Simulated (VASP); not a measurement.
# CrCoH3 (P4mm) in VASP: further runs, part 2 of 2

VASP 6.6.1. Earlier steps stand in the parts before.

## 3. Relaxation of cell and atoms, PBE, collinear spin

This run uses another cell than the first one, of 6.87 Å³/atom.

File INCAR:

```
SYSTEM = CrCoH3
PREC = Accurate ; ENCUT = 600
EDIFF = 1E-6 ; ISMEAR = 0
SIGMA = 0.1 ; LREAL = .FALSE.
LASPH = .TRUE. ; NELM = 150
ALGO = Normal ; ISIF = 3
LWAVE = .FALSE. ; LCHARG = .FALSE.
ISPIN = 2 ; MAGMOM = 3.31 -0.19 0 0 0
LORBIT = 11 ; LMAXMIX = 4
GGA = PE ; IBRION = 2
NSW = 90 ; EDIFFG = -0.04
```

File KPOINTS:

```
regular mesh
0
G
  6 6 6
  0 0 0
```

File POSCAR:

```
CrCoH3
1.0
    3.2371626982      0.0000000000      0.0000000000
    0.0000000000      3.2371626982      0.0000000000
    0.0000000000      0.0000000000      3.2777286468
Cr Co H
1 1 3
Direct
    0.0000000000      0.0000000000      0.0000000000
    0.5000000000      0.5000000000      0.5150000000
    0.5000000000      0.5000000000      0.9750000000
    0.0000000000      0.5000000000      0.4850000000
    0.5000000000      0.0000000000      0.4850000000
```

Potentials or basis: VASP PAW PBE potentials, release 64 (Cr_pv, Co, H).

On the command line:

```console
$ cat potpaw_PBE.64/Cr_pv/POTCAR potpaw_PBE.64/Co/POTCAR potpaw_PBE.64/H/POTCAR > POTCAR
$ mpirun -np 1 vasp_std > vasp.out
```

OUTCAR:

```text
SYSTEM = CrCoH3
   PREC = Accurate
   ENCUT = 600
   EDIFF = 1E-6
   ISMEAR = 0
   LREAL = .FALSE.
   LASPH = .TRUE.
   NELM = 150
   ISIF = 3
   ISPIN = 2
   LORBIT = 11
   GGA = PE
   IBRION = 2
   NSW = 90
   EDIFFG = -0.04

 ion  position               nearest neighbor table
   1  0.000  0.000  0.000-   2 2.79   2 2.79   2 2.79   2 2.79   2 2.84   2 2.84   2 2.84   2 2.84

   2  0.500  0.500  0.515-   3 1.51   4 1.62   5 1.62   5 1.62   4 1.62   3 1.77   1 2.79   1 2.79
                             1 2.79   1 2.79   1 2.84   1 2.84   1 2.84   1 2.84
   3  0.500  0.500  0.975-   2 1.51   2 1.77
   4  0.000  0.500  0.485-   2 1.62   2 1.62
   5  0.500  0.000  0.485-   2 1.62   2 1.62

  LATTYP: Found a simple tetragonal cell.
 ALAT       =     3.2371626982
 C/A-ratio  =     1.0125313283

  Lattice vectors:

 A1 = (   3.2371626982,   0.0000000000,   0.0000000000)
 A2 = (   0.0000000000,   3.2371626982,   0.0000000000)
 A3 = (   0.0000000000,   0.0000000000,   3.2777286468)

Analysis of symmetry for initial positions (statically):
=====================================================================
 Subroutine PRICEL returns:
 Original cell was already a primitive cell.

 Routine SETGRP: Setting up the symmetry group for a
 simple tetragonal supercell.

 Subroutine GETGRP returns: Found  8 space group operations
[... 507 lines left out ...]
--------------------------------------- Ionic step        9  -------------------------------------------

 number of electron      23.9999997 magnetization       0.0010955

 Free energy of the ion-electron system (eV)
  ---------------------------------------------------
  ext. energy  EPLUGINS =         0.00000000
  ---------------------------------------------------
  free energy    TOTEN  =       -25.51391858 eV

  energy without entropy =      -25.49428741  energy(sigma->0) =      -25.50410299

 E-fermi :   8.8648     XC(G=0): -12.8029

 val. band max:        8.8551701239   @ k =   0.5000   0.1667   0.3333
 cond. band min:       8.9226505191   @ k =   0.5000   0.5000   0.0000
 fundamental gap:      0.0674803952
 Fermi energy:         8.8648240460

 spin component 1

 k-point     1 :       0.0000    0.0000    0.0000
  band No.  band energies     occupation
      1     -34.2648      1.00000
      2     -34.2648      1.00000
      3     -34.2631      1.00000
      4      -3.2834      1.00000
      5       1.9794      1.00000
      6       1.9810      1.00000
[... 493 lines left out ...]
     17      14.3216      0.00000
     18      16.3218      0.00000

 [... further k-points ...]

 spin component 2

 k-point     1 :       0.0000    0.0000    0.0000
  band No.  band energies     occupation
      1     -34.2638      1.00000
      2     -34.2638      1.00000
      3     -34.2621      1.00000
      4      -3.2833      1.00000
      5       1.9795      1.00000
      6       1.9811      1.00000
[... 527 lines left out ...]
  FREE ENERGIE OF THE ION-ELECTRON SYSTEM (eV)
  ---------------------------------------------------
  free  energy   TOTEN  =       -25.5139185826 eV

  energy  without entropy=      -25.4942874059  energy(sigma->0) =      -25.50410299

 reached required accuracy - stopping structural energy minimisation

 total charge

# of ion       s       p       d       tot
------------------------------------------
    1        0.225   6.213   4.164  10.602
    2        0.488   0.715   7.684   8.886
    3        0.547   0.043   0.000   0.590
    4        0.546   0.043   0.000   0.589
    5        0.546   0.043   0.000   0.589
--------------------------------------------------
tot          2.352   7.057  11.848  21.256

 magnetization (x)

# of ion       s       p       d       tot
------------------------------------------
    1        0.000   0.000   0.001   0.001
    2       -0.000  -0.000   0.000   0.000
    3       -0.000  -0.000   0.000  -0.000
    4       -0.000  -0.000   0.000  -0.000
    5       -0.000  -0.000   0.000  -0.000
--------------------------------------------------
tot         -0.000  -0.000   0.001   0.001
```

OSZICAR:

```text
N       E                     dE             d eps       ncg     rms          rms(c)
DAV:   1     0.185010929289E+03    0.18501E+03   -0.13225E+04  2888   0.168E+03
DAV:   2    -0.204783102833E+02   -0.20549E+03   -0.20068E+03  2898   0.390E+02
[... 96 lines left out ...]
       N       E                     dE             d eps       ncg     rms          rms(c)
DAV:   1    -0.255139613274E+02   -0.46749E-03   -0.56607E-02  3148   0.374E+00    0.179E-01
DAV:   2    -0.255141244860E+02   -0.16316E-03   -0.69747E-03  2988   0.875E-01    0.155E-01
DAV:   3    -0.255142916086E+02   -0.16712E-03   -0.54035E-03  3840   0.792E-01    0.218E-01
DAV:   4    -0.255139307965E+02    0.36081E-03   -0.23517E-03  3574   0.546E-01    0.337E-02
DAV:   5    -0.255139189739E+02    0.11823E-04   -0.49182E-05  4202   0.790E-02    0.918E-03
DAV:   6    -0.255139185826E+02    0.39124E-06   -0.24809E-06  2758   0.141E-02
   9 F= -.25513919E+02 E0= -.25504103E+02  d E =-.424759E-03  mag=     0.0020
```

Wall time 5.6 min (1 thread of Oxide Virtual Turin-like, shared host); peak memory 0.19 GiB.

What came out:

| Item | Value |
| --- | --- |
| Free energy | -25.5139 eV |
| Relaxed volume | 6.12 Å³/atom |
| Relaxed cell | a = 3.129 Å, b = 3.129 Å, c = 3.125 Å, α = 90.00°, β = 90.00°, γ = 90.00° |
| Space group after relaxing (to 0.1 Å) | P4mm (No. 99) |
| Energy gained by relaxing | 58.3 meV/atom |
| Ionic steps | 9 |
| Pressure after relaxing | 0.0 GPa |
| Largest force after relaxing | 0.040 eV/Å |
| Band gap on the k mesh | zero (filled and empty bands overlap) |
| Net moment | 0.00 μB per cell |
| Valence electrons inside the program's atomic spheres | Cr 10.60; Co 8.89; H 0.59 |

Forces in eV/Å, atoms in the order of the input:
```
Cr   0.000  0.000  0.040
Co   0.000  0.000  0.017
H    0.000  0.000  0.017
H    0.000  0.000 -0.037
H    0.000  0.000 -0.037
```

Step by step:
| step | energy change (eV) | largest force (eV/Å) | pressure (GPa) | volume (Å³) |
| --- | --- | --- | --- | --- |
| 1 | 0.0000 | 1.0710 | -16.52 | 34.35 |
| 2 | -0.2833 | 0.2730 | -2.10 | 30.95 |
| 3 | -0.2870 | 0.1398 | 0.58 | 30.53 |
| 4 | -0.2870 | 0.1643 | 0.04 | 30.61 |
| 5 | -0.2890 | 0.0556 | -0.30 | 30.66 |
| 6 | -0.2895 | 0.1139 | -0.42 | 30.70 |
| 7 | -0.2908 | 0.0578 | -0.32 | 30.64 |
| 8 | -0.2913 | 0.0486 | 0.22 | 30.58 |
| 9 | -0.2917 | 0.0397 | 0.04 | 30.60 |

Final structure:
```xyz
5
Lattice="3.1291 0.0000 0.0000 0.0000 3.1291 0.0000 0.0000 0.0000 3.1251" Properties=species:S:1:pos:R:3 pbc="T T T"
Cr    0.0000    0.0000    0.0026
Co    1.5646    1.5646    1.5662
H     1.5646    1.5646    3.1222
H     0.0000    1.5646    1.4983
H     1.5646    0.0000    1.4983
```

Levels at points of the mesh, in eV from the Fermi level:
Spin up:
| k point | band 8 | band 9 | band 10 | band 11 | band 12 | band 13 | band 14 | band 15 | band 16 | band 17 |
| --- | --- | --- | --- | --- | --- | --- | --- | --- | --- | --- |
| (0.00, 0.00, 0.00) | -1.67 | -1.66 | -0.43 | -0.42 | 0.82 | 0.82 | 0.82 | 5.45 | 5.52 | 5.52 |
| (0.50, 0.00, 0.00) | -1.81 | -1.56 | -1.20 | -0.93 | -0.77 | -0.76 | 0.31 | 1.06 | 6.16 | 7.22 |
| (0.50, 0.50, 0.00) | -2.60 | -2.60 | -1.23 | -1.09 | 0.06 | 0.83 | 0.90 | 0.90 | 3.20 | 5.15 |
| (0.00, 0.00, 0.50) | -1.82 | -1.56 | -1.19 | -0.93 | -0.77 | -0.77 | 0.31 | 1.07 | 6.13 | 7.18 |
| (0.50, 0.00, 0.50) | -2.62 | -2.62 | -1.24 | -1.08 | 0.06 | 0.84 | 0.90 | 0.90 | 3.20 | 5.15 |
| (0.50, 0.50, 0.50) | -3.05 | -3.05 | -1.21 | -1.21 | 0.88 | 0.89 | 2.51 | 2.54 | 2.54 | 3.97 |
Spin down:
| k point | band 9 | band 10 | band 11 | band 12 | band 13 | band 14 | band 15 | band 16 |
| --- | --- | --- | --- | --- | --- | --- | --- | --- |
| (0.00, 0.00, 0.00) | -1.66 | -0.43 | -0.42 | 0.82 | 0.82 | 0.82 | 5.45 | 5.52 |
| (0.50, 0.00, 0.00) | -1.56 | -1.20 | -0.93 | -0.77 | -0.76 | 0.31 | 1.06 | 6.16 |
| (0.50, 0.50, 0.00) | -2.60 | -1.23 | -1.09 | 0.06 | 0.83 | 0.90 | 0.90 | 3.20 |
| (0.00, 0.00, 0.50) | -1.56 | -1.19 | -0.93 | -0.77 | -0.77 | 0.31 | 1.07 | 6.13 |
| (0.50, 0.00, 0.50) | -2.62 | -1.24 | -1.08 | 0.06 | 0.84 | 0.90 | 0.90 | 3.20 |
| (0.50, 0.50, 0.50) | -3.05 | -1.21 | -1.21 | 0.88 | 0.89 | 2.51 | 2.54 | 2.54 |

Caveat: the moments typed at the start vanished in this run.

The gap in the log of VASP goes by the Fermi energy; the results here count the filled bands.